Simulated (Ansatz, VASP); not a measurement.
## One calculation of InCuO, two programs

```xyz
6
Lattice="6.1825 0.0000 0.0000 0.0000 3.6142 0.0000 0.0000 0.0000 4.8112" Properties=species:S:1:pos:R:3 pbc="T T T"
In    1.5456    0.0000    0.0328
In    4.6369    0.0000    4.7784
Cu    0.0000    1.8071    2.4056
Cu    3.0912    1.8071    2.4056
O     1.5456    1.8071    3.4200
O     4.6369    1.8071    1.3911
```

Change from the starting cell: the structure that the rattled cell fell into.

Alike in both runs: functional PBE; k mesh 6 × 10 × 8; occupations gaussian, width 0.1 eV; no spin polarisation.

Ansatz relaxed the structure, and its values are those at the end. VASP's run is a single point on that final structure, the one shown.

|  | VASP | Ansatz |
| --- | --- | --- |
| version | VASP 6.6.1 | Ansatz 0.2.0 |
| potentials or method | VASP PAW PBE potentials, release 64 (In_d, Cu, O), cutoff 520 eV | scalar-relativistic, plane waves, PAW |
| valence electrons in the cell | 60 | 76 |

VASP gave:

| Quantity | Value |
| --- | --- |
| gap on the k mesh at the Fermi level (eV) | none |
| pressure (GPa) | 0.3 |
| rms of the force components (eV/Å) | 0.032 |

Which values does Ansatz return?

gap on the k mesh at the Fermi level (eV): none; pressure (GPa): 0.0; rms of the force components (eV/Å): 0.002.

A gap of «none» marks a metal or a gap that the smearing closes. VASP's potentials hold 60 valence electrons a cell and Ansatz's 76, so a difference there can come from the potentials and not from the codes.
